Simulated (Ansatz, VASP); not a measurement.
## Two plane-wave programs on TePtSe3

The input INCAR:

```
SYSTEM = TePtSe3
ALGO = Normal
EDIFF = 1E-7
ENCUT = 520
GGA = PE
ISIF = 2
ISMEAR = 0
LASPH = .TRUE.
LCHARG = .FALSE.
LREAL = .FALSE.
LWAVE = .FALSE.
NBANDS = 25
NELM = 60
PREC = Accurate
SIGMA = 0.1
```

Contents of KPOINTS:

```
k-points
0
G
  4 4 4
  0 0 0
```

File POSCAR:

```
TePtSe3
1.0
    5.5166350900      0.0000000000      0.0000000000
    0.0000000000      5.5166350900      0.0000000000
    0.0000000000      0.0000000000      4.4887457500
Te Pt Se
1 1 3
Direct
    0.0000000000      0.0000000000      0.8620782500
    0.5000000000      0.5000000000      0.2429787100
    0.0000000000      0.0000000000      0.4437938400
    0.0000000000      0.5000000000      0.1044977700
    0.5000000000      0.0000000000      0.1044977700
```

Input for Ansatz:

```yaml
crystal:
  lattice:
    - [5.51663509, 0.0, 0.0]
    - [0.0, 5.51663509, 0.0]
    - [0.0, 0.0, 4.48874575]
  atoms:
    - { symbol: Te, position: [0.0, 0.0, 0.86207825] }
    - { symbol: Pt, position: [0.5, 0.5, 0.24297871] }
    - { symbol: Se, position: [0.0, 0.0, 0.44379384] }
    - { symbol: Se, position: [0.0, 0.5, 0.10449777] }
    - { symbol: Se, position: [0.5, 0.0, 0.10449777] }
basis:
  ecutwfc: 420
kpoints:
  mp_grid: { grid: [4, 4, 4] }
hamiltonian:
  xc: pbe
scf:
  occupations: { method: gaussian, width: 0.1 }
  lower_state_search: "off"
output:
  forces: true
  stress: true
  eigenvalues: true
```

Alike in both runs: task single point; functional PBE; k mesh 4 × 4 × 4; occupations gaussian, width 0.1 eV; no spin polarisation.

|  | VASP | Ansatz |
| --- | --- | --- |
| version | VASP 6.6.1 | Ansatz 0.2.0 |
| potentials or method | VASP PAW PBE potentials, release 64 (Te, Pt, Se), cutoff 520 eV | scalar-relativistic, plane waves, PAW |
| valence electrons in the cell | 34 | 82 |

Ansatz gave:

* gap on the k mesh at the Fermi level (eV): none
* pressure (GPa): 17.0
* traceless stress, the component that is largest in VASP (GPa): 48.18
* rms of the force components (eV/Å): 8.240

Question: Which values does VASP return?

Answer: gap on the k mesh at the Fermi level (eV): none; pressure (GPa): 17.6; traceless stress, the component that is largest in VASP (GPa): 49.25; rms of the force components (eV/Å): 8.591.

Atom by atom the forces differ by 0.351 eV/Å (rms over components). A gap of «none» marks a metal or a gap that the smearing closes. The functional is the same, so the differences come from potentials, cutoffs and numerics. VASP's potentials hold 34 valence electrons a cell and Ansatz's 82, so a difference there can come from the potentials and not from the codes.

Neither program's run includes spin-orbit coupling.
